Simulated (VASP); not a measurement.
# Be3As2 (P-3m1) in VASP: notebook

The runs below take Be3As2 through single point, relaxation of cell and atoms, with PBE.

Program: VASP 6.6.1. These are calculated values, not measurements. Logs are shortened: lines on timing, memory, paths and dates and some standing lists are left out, and cuts for length are marked.

## 1. The cell of the first run

It takes space group P-3m1 (No. 164, trigonal). The conventional cell has a = 3.644 Å, b = 3.644 Å, c = 5.988 Å, α = 90.00°, β = 90.00°, γ = 120.00°. Be (site symmetry 3m) has 4 As at 2.28 to 2.29 Å and 3 Be at 2.51 Å within 3.0 Å. Within 3.3 Å of Be (site symmetry -3m) lie 6 As at 2.52 Å and 6 Be at 3.13 Å. Within 3.0 Å of As (site symmetry 3m) lie 7 Be at 2.28 to 2.52 Å.

## 2. Single point, PBE

Contents of INCAR:

```
SYSTEM = Be3As2
PREC = Accurate
ENCUT = 520
EDIFF = 1E-6
ISMEAR = 0
SIGMA = 0.1
LREAL = .False.
LASPH = .True.
NELM = 60
ALGO = Fast
ISIF = 2
LWAVE = .False.
LCHARG = .False.
GGA = PE
NBANDS = 16
```

Contents of KPOINTS:

```
Automatic mesh
0
Gamma
  6 6 4
  0 0 0
```

Contents of POSCAR:

```
Be3As2
1.0
    3.6438240608      0.0000000000      0.0000000000
   -1.8219120304      3.1556442036      0.0000000000
    0.0000000000      0.0000000000      5.9878585779
Be As
3 2
Direct
    0.6666666667      0.3333333333      0.8859862459
    0.0000000000      0.0000000000      0.5000000000
    0.3333333333      0.6666666667      0.1140137541
    0.3333333333      0.6666666667      0.7328944946
    0.6666666667      0.3333333333      0.2671055054
```

Potentials or basis: VASP PAW PBE potentials, release 64 (Be, As).

Command:

```console
> cat potpaw_PBE.64/Be/POTCAR potpaw_PBE.64/As/POTCAR > POTCAR
> mpirun -np 1 vasp_std > vasp.out
```

OUTCAR:

```text
SYSTEM = Be3As2
   PREC = Accurate
   ENCUT = 520
   EDIFF = 1E-6
   ISMEAR = 0
   LREAL = .False.
   LASPH = .True.
   NELM = 60
   ISIF = 2
   GGA = PE

 ion  position               nearest neighbor table
   1  0.667  0.333  0.886-   5 2.28   4 2.29   4 2.29   4 2.29
   2  0.000  0.000  0.500-   4 2.52   5 2.52   5 2.52   4 2.52   5 2.52   4 2.52
   3  0.333  0.667  0.114-   4 2.28   5 2.29   5 2.29   5 2.29
   4  0.333  0.667  0.733-   3 2.28   1 2.29   1 2.29   1 2.29   2 2.52   2 2.52   2 2.52
   5  0.667  0.333  0.267-   1 2.28   3 2.29   3 2.29   3 2.29   2 2.52   2 2.52   2 2.52

  LATTYP: Found a hexagonal cell.
 ALAT       =     3.6438240608
 C/A-ratio  =     1.6432897083

  Lattice vectors:

 A1 = (   3.6438240608,   0.0000000000,   0.0000000000)
 A2 = (  -1.8219120304,   3.1556442036,   0.0000000000)
 A3 = (   0.0000000000,   0.0000000000,   5.9878585779)

Analysis of symmetry for initial positions (statically):
=====================================================================
 Subroutine PRICEL returns:
 Original cell was already a primitive cell.

 Routine SETGRP: Setting up the symmetry group for a
 hexagonal supercell.

 Subroutine GETGRP returns: Found 12 space group operations
 (whereof 12 operations were pure point group operations)
 out of a pool of 24 trial point group operations.

The static configuration has the point symmetry D_3d.

Analysis of symmetry for dynamics (positions and initial velocities):
=====================================================================
 Subroutine PRICEL returns:
 Original cell was already a primitive cell.

 Routine SETGRP: Setting up the symmetry group for a
 hexagonal supercell.

 Subroutine GETGRP returns: Found 12 space group operations
 (whereof 12 operations were pure point group operations)
 out of a pool of 24 trial point group operations.

The dynamic configuration has the point symmetry D_3d.

 Subroutine INISYM returns: Found 12 space group operations
 (whereof 12 operations are pure point group operations),
 and found     1 'primitive' translations

----------------------------------------------------------------------------------------

                                     Primitive cell

  volume of cell :      68.8521

  direct lattice vectors                    reciprocal lattice vectors
     3.643824061  0.000000000  0.000000000     0.274436961  0.158446253  0.000000000
    -1.821912030  3.155644204  0.000000000     0.000000000  0.316892506  0.000000000
     0.000000000  0.000000000  5.987858578     0.000000000  0.000000000  0.167004612

  length of vectors
     3.643824061  3.643824061  5.987858578     0.316892506  0.316892506  0.167004612

  position of ions in fractional coordinates (direct lattice)
     0.666666667  0.333333333  0.885986246
     0.000000000  0.000000000  0.500000000
     0.333333333  0.666666667  0.114013754
     0.333333333  0.666666667  0.732894495
     0.666666667  0.333333333  0.267105505

  ion indices of the primitive-cell ions
   primitive index   ion index
                 1           1
                 2           2
                 3           3
                 4           4
                 5           5

----------------------------------------------------------------------------------------

 KPOINTS: Automatic mesh

Automatic generation of k-mesh.
 Grid dimensions read from file:
 generate k-points for:    6    6    4

 Generating k-lattice:

  Cartesian coordinates                     Fractional coordinates (reciprocal lattice)
     0.045739493  0.026407709  0.000000000     0.166666667  0.000000000  0.000000000
     0.000000000  0.052815418  0.000000000     0.000000000  0.166666667  0.000000000
     0.000000000  0.000000000  0.041751153     0.000000000  0.000000000  0.250000000

  Length of vectors
     0.052815418  0.052815418  0.041751153

  Shift w.r.t. Gamma in fractional coordinates (k-lattice)
     0.000000000  0.000000000  0.000000000

 Subroutine IBZKPT returns following result:
 ===========================================

 Found     24 irreducible k-points:

 Following reciprocal coordinates:
            Coordinates               Weight
  0.000000  0.000000  0.000000      1.000000
  0.166667  0.000000  0.000000      6.000000
  0.333333  0.000000  0.000000      6.000000
  0.500000  0.000000  0.000000      3.000000
  0.166667  0.166667  0.000000      6.000000
  0.333333  0.166667  0.000000     12.000000
[... 16 lines left out ...]
  0.333333  0.166667  0.500000     12.000000
  0.333333  0.333333  0.500000      2.000000
   k-points           NKPTS =     24   k-points in BZ     NKDIM =     24   number of bands    NBANDS=     16
   number of dos      NEDOS =    301   number of ions     NIONS =      5
   total plane-waves  NPLWV =  37632
   dimension x,y,z NGX =    28 NGY =   28 NGZ =   48
   dimension x,y,z NGXF=    56 NGYF=   56 NGZF=   96
   ions per type =               3   2
   NGX,Y,Z   is equivalent  to a cutoff of  12.77, 12.77, 13.33 a.u.
   NGXF,Y,Z  is equivalent  to a cutoff of  25.55, 25.55, 26.65 a.u.
 SYSTEM =  Be3As2
   PREC   = accura    normal or accurate (medium, high low for compatibility)
   ISTART =      0    job   : 0-new  1-cont  2-samecut
   ICHARG =      2    charge: 1-file 2-atom 10-const
   ISPIN  =      1    spin polarized calculation?
   LNONCOLLINEAR =      F non collinear calculations
   LSORBIT =      F    spin-orbit coupling
   LASPH  =      T    aspherical Exc in radial PAW
   ENCUT  =  520.0 eV  38.22 Ry    6.18 a.u.   6.78  6.78 11.13*2*pi/ulx,y,z
   NELM   =     60;   NELMIN=  2; NELMDL= -5     # of ELM steps
   EDIFF  = 0.1E-05   stopping-criterion for ELM
   LREAL  =      F    real-space projection
   EDIFFG = 0.1E-04   stopping-criterion for IOM
   NSW    =      0    number of steps for IOM
   IBRION =     -1    ionic relax: 0-MD 1-quasi-New 2-CG
   NFREE  =      0    steps in history (QN), initial steepest desc. (CG)
   ISIF   =      2    stress and relaxation
   ISYM   =      2    0-nonsym 1-usesym 2-fastsym
   POTIM  = 0.5000    time-step for ionic-motion
   TEBEG  =    0.0;   TEEND  =   0.0 temperature during run
   PSTRESS=    0.0 pullay stress
   NELECT =      16.0000    total number of electrons
   NUPDOWN=      -1.0000    fix difference up-down
   EMIN   =  10.00;   EMAX   =-10.00  energy-range for DOS
   EFERMI =   0.00;   METHOD = LEGACY
   ISMEAR =     0;   SIGMA  =   0.10  broadening in eV -4-tet -1-fermi 0-gaus
   EFERMI_NEDOS =   21; number of points for ismear=-14 and -15
   IALGO  =     68    algorithm
   IMIX   =      4    mixing-type and parameters
     AMIX     =   0.40;   BMIX     =  1.00
     AMIX_MAG =   1.60;   BMIX_MAG =  1.00
  volume/ion in A,a.u.               =      13.77        92.93
  Fermi-wavevector in a.u.,A,eV,Ry     =   1.006489  1.901989 13.782984  1.013021
  Thomas-Fermi vector in A             =   2.139235
   LORBIT       =      0    0 simple, 1 ext, 2 COOP (PROOUT), +10 PAW based schemes
   GGA     = PE    functional components
   LHFCALC =     F    Hartree Fock is set to
   AEXX    =    0.0000 exact exchange contribution
   IVDW    =     0    specifies the selected vdW correction
   LEPSILON=     F    determine dielectric tensor
   LRPA    =     F    only Hartree local field effects (RPA)
 non-spin polarized calculation
 RMM-DIIS sequential band-by-band and
 Gauss-broadening in eV      SIGMA  =   0.10
  energy-cutoff  :      520.00
  volume of cell :       68.85
 maximum number of plane-waves:      1878
 NGX is ok and might be reduce to    28
   NGX = 13   NGY = 13   NGZ = 23

 number of electron      15.9999999 magnetization

 Free energy of the ion-electron system (eV)
  ---------------------------------------------------
  ext. energy  EPLUGINS =         0.00000000
  ---------------------------------------------------
  free energy    TOTEN  =       -20.30614268 eV

  energy without entropy =      -20.30167695  energy(sigma->0) =      -20.30390981

 E-fermi :   5.9311     XC(G=0): -10.1179

 val. band max:        5.8829742715   @ k =   0.1667   0.0000   0.0000
 cond. band min:       6.0555601277   @ k =   0.3333   0.1667   0.0000
 fundamental gap:      0.1725858562
 Fermi energy:         5.9311227106

 k-point     1 :       0.0000    0.0000    0.0000
  band No.  band energies     occupation
      1      -7.8435      2.00000
      2      -5.7966      2.00000
      3      -1.6134      2.00000
      4       4.5132      2.00000
      5       4.5132      2.00000
      6       5.6974      1.99905
[... 8 lines left out ...]
     15      10.3812      0.00000
     16      12.1133      0.00000

 k-point     2 :       0.1667    0.0000    0.0000
  band No.  band energies     occupation
      1      -7.5300      2.00000
      2      -5.5563      2.00000
      3      -1.2907      2.00000
      4       2.4067      2.00000
      5       3.5830      2.00000
      6       4.2311      2.00000
[... 8 lines left out ...]
     15      11.3017      0.00000
     16      12.4400      0.00000

 k-point     3 :       0.3333    0.0000    0.0000
  band No.  band energies     occupation
      1      -6.6648      2.00000
      2      -5.0697      2.00000
      3      -0.3853      2.00000
      4       0.0161      2.00000
      5       1.7516      2.00000
      6       2.5841      2.00000
[... 8 lines left out ...]
     15      13.2414      0.00000
     16      14.1498      0.00000

 k-point     4 :       0.5000    0.0000    0.0000
  band No.  band energies     occupation
      1      -5.8486      2.00000
      2      -5.0705      2.00000
      3      -0.7611      2.00000
      4       0.1869      2.00000
      5       0.8211      2.00000
      6       2.2236      2.00000
[... 8 lines left out ...]
     15      13.0223      0.00000
     16      15.3004      0.00000

 k-point     5 :       0.1667    0.1667    0.0000
  band No.  band energies     occupation
      1      -6.9350      2.00000
      2      -5.1765      2.00000
      3      -0.6668      2.00000
      4       1.0433      2.00000
      5       1.4715      2.00000
      6       3.3906      2.00000
[... 8 lines left out ...]
     15      11.9495      0.00000
     16      13.4394      0.00000

 k-point     6 :       0.3333    0.1667    0.0000
  band No.  band energies     occupation
      1      -5.9567      2.00000
      2      -4.9493      2.00000
      3      -0.4322      2.00000
      4       0.3371      2.00000
      5       0.7684      2.00000
      6       1.6252      2.00000
[... 8 lines left out ...]
     15      13.0622      0.00000
     16      13.5438      0.00000
[... 267 lines left out ...]
 k-point    21 :       0.5000    0.0000    0.5000
  band No.  band energies     occupation
      1      -5.4869      2.00000
      2      -5.3961      2.00000
      3      -1.1088      2.00000
      4      -1.0287      2.00000
      5       3.0569      2.00000
      6       3.1954      2.00000
[... 8 lines left out ...]
     15      12.4423      0.00000
     16      14.4288      0.00000

 k-point    22 :       0.1667    0.1667    0.5000
  band No.  band energies     occupation
      1      -6.2987      2.00000
      2      -6.1847      2.00000
      3       0.6142      2.00000
      4       1.1242      2.00000
      5       2.2034      2.00000
      6       2.6890      2.00000
[... 8 lines left out ...]
     15      11.3182      0.00000
     16      12.2139      0.00000

 k-point    23 :       0.3333    0.1667    0.5000
  band No.  band energies     occupation
      1      -5.5158      2.00000
      2      -5.4410      2.00000
      3      -0.6302      2.00000
      4      -0.4823      2.00000
      5       1.5887      2.00000
      6       1.7151      2.00000
[... 8 lines left out ...]
     15      13.3671      0.00000
     16      13.8454      0.00000

 k-point    24 :       0.3333    0.3333    0.5000
  band No.  band energies     occupation
      1      -5.1592      2.00000
      2      -5.1592      2.00000
      3      -0.3408      2.00000
      4      -0.3408      2.00000
      5       0.2415      2.00000
      6       0.2557      2.00000
[... 8 lines left out ...]
     15      13.3040      0.00000
     16      13.4964      0.00000

------------------------ aborting loop because EDIFF is reached ----------------------------------------

  FORCE on cell =-STRESS in cart. coord.  units (eV):
  Direction    XX          YY          ZZ          XY          YZ          ZX
  --------------------------------------------------------------------------------------
  -------------------------------------------------------------------------------------
  Total        0.1599793      0.1599793      0.1563727      0.0000000      0.0000000     -0.0000000
  in kB        3.7226946      3.7226946      3.6387703      0.0000000      0.0000000     -0.0000000
  external PRESSURE =       3.6947199 kB  Pullay stress =       0.0000000 kB

 VOLUME and BASIS-vectors are now :
 -----------------------------------------------------------------------------
  energy-cutoff  :      520.00
  volume of cell :       68.85
      direct lattice vectors                 reciprocal lattice vectors
     3.643824061  0.000000000  0.000000000     0.274436961  0.158446253  0.000000000
    -1.821912030  3.155644204  0.000000000     0.000000000  0.316892506  0.000000000
     0.000000000  0.000000000  5.987858578     0.000000000  0.000000000  0.167004612

 POSITION                                       TOTAL-FORCE (eV/Angst)
 -----------------------------------------------------------------------------------
      1.82191      1.05188      5.30516        -0.000000     -0.000000      0.035325
      0.00000      0.00000      2.99393        -0.000000      0.000000      0.000000
     -0.00000      2.10376      0.68270        -0.000000      0.000000     -0.035325
     -0.00000      2.10376      4.38847         0.000000      0.000000     -0.028215
      1.82191      1.05188      1.59939         0.000000      0.000000      0.028215
 -----------------------------------------------------------------------------------
    total drift:                               -0.000000      0.000000      0.000000

  FREE ENERGIE OF THE ION-ELECTRON SYSTEM (eV)
  ---------------------------------------------------
  free  energy   TOTEN  =       -20.3061426820 eV

  energy  without entropy=      -20.3016769453  energy(sigma->0) =      -20.30390981
```

It took 21 s on 1 thread of Intel Xeon Platinum 8488C (Sapphire Rapids), shared host; peak memory 0.19 GiB.

What came out:

```yaml
Free_energy: -20.3061 eV
Pressure: 0.4 GPa
Largest_force: 0.035 eV/Å
Band_gap_on_the_k_mesh: zero (band 8 reaches 5.88 eV, above the bottom of band 9 at 5.12 eV)
```

Forces in eV/Å, atoms in the order of the input:
```
Be   0.000  0.000  0.035
Be   0.000  0.000  0.000
Be   0.000  0.000 -0.035
As   0.000  0.000 -0.028
As   0.000  0.000  0.028
```

(Part 1 of 2 ends here.)
